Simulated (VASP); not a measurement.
# ZnS (P6_3mc) in VASP: a series of runs

Runs on ZnS. Level: PBE. Tasks: single point.

Program: VASP 6.6.1. These are calculated values, not measurements. Logs are shortened: lines on timing, memory, paths and dates and some standing lists are left out, and cuts for length are marked.

## Step 1: The cell of the first run

Symmetry: P6_3mc, No. 186, hexagonal system. Conventional cell: a = 3.805 Å, b = 3.805 Å, c = 6.244 Å, α = 90.00°, β = 90.00°, γ = 120.00°. Zn (site symmetry 3m) has 4 S at 2.33 to 2.34 Å within 3.1 Å. Within 3.1 Å of S (site symmetry 3m) lie 4 Zn at 2.33 to 2.34 Å.

## Step 2: Single point, PBE

File INCAR:

```
ALGO = Normal
EDIFF = 1E-6
ENCUT = 520
GGA = PE
ISIF = 2
ISMEAR = 0
LASPH = True
LCHARG = False
LREAL = False
LWAVE = False
NBANDS = 26
NELM = 100
PREC = Accurate
SIGMA = 0.01
```

File KPOINTS:

```
k-points
0
Gamma
  6 6 4
```

File POSCAR:

```
ZnS
1.0
    3.8054508206      0.0000000000      0.0000000000
   -1.9027254103      3.2956170835      0.0000000000
    0.0000000000      0.0000000000      6.2439930788
Zn S
2 2
Direct
    0.3333333333      0.6666666667      0.0003381272
    0.6666666667      0.3333333333      0.5003381272
    0.3333333333      0.6666666667      0.3746618728
    0.6666666667      0.3333333333      0.8746618728
```

Potentials or basis: VASP PAW PBE potentials, release 64 (Zn, S).

The run is started by

```console
$ cat potpaw_PBE.64/Zn/POTCAR potpaw_PBE.64/S/POTCAR > POTCAR
$ mpirun -np 1 vasp_std > vasp.out
```

OUTCAR:

```text
EDIFF = 1E-6
   ENCUT = 520
   GGA = PE
   ISIF = 2
   ISMEAR = 0
   LASPH = True
   LREAL = False
   NELM = 100
   PREC = Accurate

 ion  position               nearest neighbor table
   1  0.333  0.667  0.000-   4 2.33   4 2.33   4 2.33   3 2.34
   2  0.667  0.333  0.500-   3 2.33   3 2.33   3 2.33   4 2.34
   3  0.333  0.667  0.375-   2 2.33   2 2.33   2 2.33   1 2.34
   4  0.667  0.333  0.875-   1 2.33   1 2.33   1 2.33   2 2.34

  LATTYP: Found a hexagonal cell.
 ALAT       =     3.8054508206
 C/A-ratio  =     1.6408024629

  Lattice vectors:

 A1 = (   3.8054508206,   0.0000000000,   0.0000000000)
 A2 = (  -1.9027254103,   3.2956170835,   0.0000000000)
 A3 = (   0.0000000000,   0.0000000000,   6.2439930788)

Analysis of symmetry for initial positions (statically):
=====================================================================
 Subroutine PRICEL returns:
 Original cell was already a primitive cell.

 Routine SETGRP: Setting up the symmetry group for a
 hexagonal supercell.

 Subroutine GETGRP returns: Found 12 space group operations
 (whereof  6 operations were pure point group operations)
 out of a pool of 24 trial point group operations.

The static configuration has the point symmetry C_3v.
 The point group associated with its full space group is C_6v.

Analysis of symmetry for dynamics (positions and initial velocities):
=====================================================================
 Subroutine PRICEL returns:
 Original cell was already a primitive cell.

 Routine SETGRP: Setting up the symmetry group for a
 hexagonal supercell.

 Subroutine GETGRP returns: Found 12 space group operations
 (whereof  6 operations were pure point group operations)
 out of a pool of 24 trial point group operations.

The dynamic configuration has the point symmetry C_3v.
 The point group associated with its full space group is C_6v.

 Subroutine INISYM returns: Found 12 space group operations
 (whereof  6 operations are pure point group operations),
 and found     1 'primitive' translations

----------------------------------------------------------------------------------------

                                     Primitive cell

  volume of cell :      78.3078

  direct lattice vectors                    reciprocal lattice vectors
     3.805450821  0.000000000  0.000000000     0.262780955  0.151716655  0.000000000
    -1.902725410  3.295617083  0.000000000     0.000000000  0.303433310  0.000000000
     0.000000000  0.000000000  6.243993079     0.000000000  0.000000000  0.160153925

  length of vectors
     3.805450821  3.805450821  6.243993079     0.303433310  0.303433310  0.160153925

  position of ions in fractional coordinates (direct lattice)
     0.333333333  0.666666667  0.000338127
     0.666666667  0.333333333  0.500338127
     0.333333333  0.666666667  0.374661873
     0.666666667  0.333333333  0.874661873

  ion indices of the primitive-cell ions
   primitive index   ion index
                 1           1
                 2           2
                 3           3
                 4           4

----------------------------------------------------------------------------------------

 KPOINTS: k-points

Automatic generation of k-mesh.
 Grid dimensions read from file:
 generate k-points for:    6    6    4

 Generating k-lattice:

  Cartesian coordinates                     Fractional coordinates (reciprocal lattice)
     0.043796826  0.025286109  0.000000000     0.166666667  0.000000000  0.000000000
     0.000000000  0.050572218  0.000000000     0.000000000  0.166666667  0.000000000
     0.000000000  0.000000000  0.040038481     0.000000000  0.000000000  0.250000000

  Length of vectors
     0.050572218  0.050572218  0.040038481

  Shift w.r.t. Gamma in fractional coordinates (k-lattice)
     0.000000000  0.000000000  0.000000000

 Subroutine IBZKPT returns following result:
 ===========================================

 Found     21 irreducible k-points:

 Following reciprocal coordinates:
            Coordinates               Weight
  0.000000  0.000000  0.000000      1.000000
  0.166667  0.000000  0.000000      6.000000
  0.333333  0.000000  0.000000      6.000000
  0.500000  0.000000  0.000000      3.000000
  0.166667  0.166667  0.000000      6.000000
  0.333333  0.166667  0.000000     12.000000
[... 13 lines left out ...]
  0.333333  0.166667  0.500000     12.000000
  0.333333  0.333333  0.500000      2.000000
   k-points           NKPTS =     21   k-points in BZ     NKDIM =     21   number of bands    NBANDS=     26
   number of dos      NEDOS =    301   number of ions     NIONS =      4
   total plane-waves  NPLWV =  37632
   dimension x,y,z NGX =    28 NGY =   28 NGZ =   48
   dimension x,y,z NGXF=    56 NGYF=   56 NGZF=   96
   ions per type =               2   2
   NGX,Y,Z   is equivalent  to a cutoff of  12.23, 12.23, 12.78 a.u.
   NGXF,Y,Z  is equivalent  to a cutoff of  24.46, 24.46, 25.56 a.u.
 SYSTEM =  unknown system
   PREC   = accura    normal or accurate (medium, high low for compatibility)
   ISTART =      0    job   : 0-new  1-cont  2-samecut
   ICHARG =      2    charge: 1-file 2-atom 10-const
   ISPIN  =      1    spin polarized calculation?
   LNONCOLLINEAR =      F non collinear calculations
   LSORBIT =      F    spin-orbit coupling
   LASPH  =      T    aspherical Exc in radial PAW
   ENCUT  =  520.0 eV  38.22 Ry    6.18 a.u.   7.08  7.08 11.61*2*pi/ulx,y,z
   NELM   =    100;   NELMIN=  2; NELMDL= -5     # of ELM steps
   EDIFF  = 0.1E-05   stopping-criterion for ELM
   LREAL  =      F    real-space projection
   EDIFFG = 0.1E-04   stopping-criterion for IOM
   NSW    =      0    number of steps for IOM
   IBRION =     -1    ionic relax: 0-MD 1-quasi-New 2-CG
   NFREE  =      0    steps in history (QN), initial steepest desc. (CG)
   ISIF   =      2    stress and relaxation
   ISYM   =      2    0-nonsym 1-usesym 2-fastsym
   POTIM  = 0.5000    time-step for ionic-motion
   TEBEG  =    0.0;   TEEND  =   0.0 temperature during run
   PSTRESS=    0.0 pullay stress
   NELECT =      36.0000    total number of electrons
   NUPDOWN=      -1.0000    fix difference up-down
   EMIN   =  10.00;   EMAX   =-10.00  energy-range for DOS
   EFERMI =   0.00;   METHOD = LEGACY
   ISMEAR =     0;   SIGMA  =   0.01  broadening in eV -4-tet -1-fermi 0-gaus
   EFERMI_NEDOS =   21; number of points for ismear=-14 and -15
   IALGO  =     38    algorithm
   IMIX   =      4    mixing-type and parameters
     AMIX     =   0.40;   BMIX     =  1.00
     AMIX_MAG =   1.60;   BMIX_MAG =  1.00
  volume/ion in A,a.u.               =      19.58       132.11
  Fermi-wavevector in a.u.,A,eV,Ry     =   1.263496  2.387661 21.720645  1.596422
  Thomas-Fermi vector in A             =   2.396850
   LORBIT       =      0    0 simple, 1 ext, 2 COOP (PROOUT), +10 PAW based schemes
   GGA     = PE    functional components
   LHFCALC =     F    Hartree Fock is set to
   AEXX    =    0.0000 exact exchange contribution
   IVDW    =     0    specifies the selected vdW correction
   LEPSILON=     F    determine dielectric tensor
   LRPA    =     F    only Hartree local field effects (RPA)
 non-spin polarized calculation
 Gauss-broadening in eV      SIGMA  =   0.01
  energy-cutoff  :      520.00
  volume of cell :       78.31
 maximum number of plane-waves:      2130
   NGX = 15   NGY = 15   NGZ = 23

 number of electron      35.9999978 magnetization

 Free energy of the ion-electron system (eV)
  ---------------------------------------------------
  ext. energy  EPLUGINS =         0.00000000
  ---------------------------------------------------
  free energy    TOTEN  =       -13.67106693 eV

  energy without entropy =      -13.67106693  energy(sigma->0) =      -13.67106693

 E-fermi :   2.2867     XC(G=0):  -9.6595

 val. band max:        2.1989319013   @ k =   0.0000   0.0000   0.0000
 cond. band min:       4.4167893320   @ k =   0.0000   0.0000   0.0000
 fundamental gap:      2.2178574307
 Fermi energy:         2.2867483080

 k-point     1 :       0.0000    0.0000    0.0000
  band No.  band energies     occupation
      1     -11.0214      2.00000
      2     -10.0773      2.00000
      3      -4.1783      2.00000
      4      -4.1641      2.00000
      5      -4.1641      2.00000
      6      -4.0809      2.00000
[... 18 lines left out ...]
     25       9.8934      0.00000
     26      11.4767      0.00000

 k-point     2 :       0.1667    0.0000    0.0000
  band No.  band energies     occupation
      1     -10.8371      2.00000
      2      -9.9772      2.00000
      3      -4.1784      2.00000
      4      -4.1408      2.00000
      5      -4.1295      2.00000
      6      -4.0572      2.00000
[... 18 lines left out ...]
     25      10.4889      0.00000
     26      10.7049      0.00000

 k-point     3 :       0.3333    0.0000    0.0000
  band No.  band energies     occupation
      1     -10.3945      2.00000
      2      -9.7982      2.00000
      3      -4.1694      2.00000
      4      -4.0806      2.00000
      5      -4.0762      2.00000
      6      -3.9305      2.00000
[... 18 lines left out ...]
     25      10.8695      0.00000
     26      11.9255      0.00000

 k-point     4 :       0.5000    0.0000    0.0000
  band No.  band energies     occupation
      1     -10.0884      2.00000
      2      -9.7613      2.00000
      3      -4.1551      2.00000
      4      -4.0595      2.00000
      5      -3.9406      2.00000
      6      -3.9165      2.00000
[... 18 lines left out ...]
     25      11.2730      0.00000
     26      13.7341      0.00000
[... 409 lines left out ...]
      1     -10.1926      2.00000
      2     -10.1926      2.00000
      3      -4.1548      2.00000
      4      -4.1548      2.00000
      5      -4.0420      2.00000
      6      -4.0420      2.00000
[... 18 lines left out ...]
     25      10.5855      0.00000
     26      10.5855      0.00000

 k-point    20 :       0.3333    0.1667    0.5000
  band No.  band energies     occupation
      1      -9.9202      2.00000
      2      -9.9202      2.00000
      3      -4.1148      2.00000
      4      -4.1148      2.00000
      5      -3.9742      2.00000
      6      -3.9742      2.00000
[... 18 lines left out ...]
     25      11.3076      0.00000
     26      11.3076      0.00000

 k-point    21 :       0.3333    0.3333    0.5000
  band No.  band energies     occupation
      1      -9.8268      2.00000
      2      -9.8268      2.00000
      3      -4.0406      2.00000
      4      -4.0406      2.00000
      5      -4.0025      2.00000
      6      -4.0025      2.00000
[... 18 lines left out ...]
     25      11.9458      0.00000
     26      11.9458      0.00000

------------------------ aborting loop because EDIFF is reached ----------------------------------------

  FORCE on cell =-STRESS in cart. coord.  units (eV):
  Direction    XX          YY          ZZ          XY          YZ          ZX
  --------------------------------------------------------------------------------------
  -------------------------------------------------------------------------------------
  Total        1.1945053      1.1945053      1.1829924      0.0000000      0.0000000      0.0000000
  in kB       24.4395608     24.4395608     24.2040064      0.0000000      0.0000000      0.0000000
  external PRESSURE =      24.3610427 kB  Pullay stress =       0.0000000 kB

 VOLUME and BASIS-vectors are now :
 -----------------------------------------------------------------------------
  energy-cutoff  :      520.00
  volume of cell :       78.31
      direct lattice vectors                 reciprocal lattice vectors
     3.805450821  0.000000000  0.000000000     0.262780955  0.151716655  0.000000000
    -1.902725410  3.295617083  0.000000000     0.000000000  0.303433310  0.000000000
     0.000000000  0.000000000  6.243993079     0.000000000  0.000000000  0.160153925

 POSITION                                       TOTAL-FORCE (eV/Angst)
 -----------------------------------------------------------------------------------
     -0.00000      2.19708      0.00211        -0.000000      0.000000      0.005044
      1.90273      1.09854      3.12411         0.000000     -0.000000      0.005044
     -0.00000      2.19708      2.33939        -0.000000      0.000000     -0.005044
      1.90273      1.09854      5.46138        -0.000000      0.000000     -0.005044
 -----------------------------------------------------------------------------------
    total drift:                               -0.000001     -0.000001      0.000040

  FREE ENERGIE OF THE ION-ELECTRON SYSTEM (eV)
  ---------------------------------------------------
  free  energy   TOTEN  =       -13.6710669345 eV

  energy  without entropy=      -13.6710669345  energy(sigma->0) =      -13.67106693
```

It took 35 s on 1 thread of Intel Xeon 8259CL, shared host; peak memory 0.2 GiB.

What came out:

```
Free energy            : -13.6711 eV
Pressure               : 2.4 GPa
Largest force          : 0.005 eV/Å
Band gap on the k mesh : 2.22 eV, direct
```

Forces on the atoms (eV/Å):
```
Zn   0.000  0.000  0.005
Zn   0.000  0.000  0.005
S    0.000  0.000 -0.005
S    0.000  0.000 -0.005
```

Levels at points of the mesh, in eV from the valence-band top:
```
           k point  band 14  band 15  band 16  band 17  band 18  band 19  band 20  band 21  band 22  band 23
(0.00, 0.00, 0.00)    -0.90    -0.90    -0.08     0.00     0.00     2.22     3.11     6.31     6.31     6.57
(0.50, 0.00, 0.00)    -4.13    -3.29    -2.25    -1.70    -0.89     3.66     4.26     5.11     6.91     7.41
(0.00, 0.00, 0.50)    -2.88    -0.47    -0.47    -0.47    -0.47     3.57     3.57     6.77     6.77     6.77
(0.50, 0.00, 0.50)    -4.88    -1.64    -1.64    -1.62    -1.62     3.55     3.55     5.22     5.22     8.82
```

## Step 3: Single point, PBE

File INCAR:

```
SYSTEM = ZnS
PREC = Accurate ; ENCUT = 520
EDIFF = 1E-7 ; ISMEAR = 0
SIGMA = 0.01 ; LREAL = .FALSE.
LASPH = .TRUE. ; NELM = 60
ALGO = Normal ; ISIF = 2
LWAVE = .FALSE. ; LCHARG = .FALSE.
GGA = PE ; NBANDS = 26
```

File KPOINTS:

```
Automatic mesh
0
G
  6 6 4
  0 0 0
```

POSCAR is that of step 2.

Potentials or basis: VASP PAW PBE potentials, release 64 (Zn, S).

The run is started by

```console
$ cat potpaw_PBE.64/Zn/POTCAR potpaw_PBE.64/S/POTCAR > POTCAR
$ mpirun -np 1 vasp_std > vasp.out
```

Run time: 48 s. Hardware: 1 thread of Intel Xeon 8259CL, shared host; peak memory 0.2 GiB.

Results (log left out):

- Free energy: -13.6711 eV
- Pressure: 2.4 GPa
- Largest force: 0.005 eV/Å
- Band gap on the k mesh: 2.22 eV, direct

Forces in eV/Å, atoms in the order of the input:
```
Zn   0.000  0.000  0.005
Zn   0.000  0.000  0.005
S    0.000  0.000 -0.005
S    0.000  0.000 -0.005
```

Levels at points of the mesh, in eV from the valence-band top:
| k point | band 16 | band 17 | band 18 | band 19 | band 20 | band 21 |
| --- | --- | --- | --- | --- | --- | --- |
| (0.00, 0.00, 0.00) | -0.08 | 0.00 | 0.00 | 2.22 | 3.11 | 6.31 |
| (0.50, 0.00, 0.00) | -2.25 | -1.70 | -0.89 | 3.66 | 4.26 | 5.11 |
| (0.00, 0.00, 0.50) | -0.47 | -0.47 | -0.47 | 3.57 | 3.57 | 6.77 |
| (0.50, 0.00, 0.50) | -1.64 | -1.62 | -1.62 | 3.55 | 3.55 | 5.22 |

As with any semilocal functional, this PBE gap is likely too small.
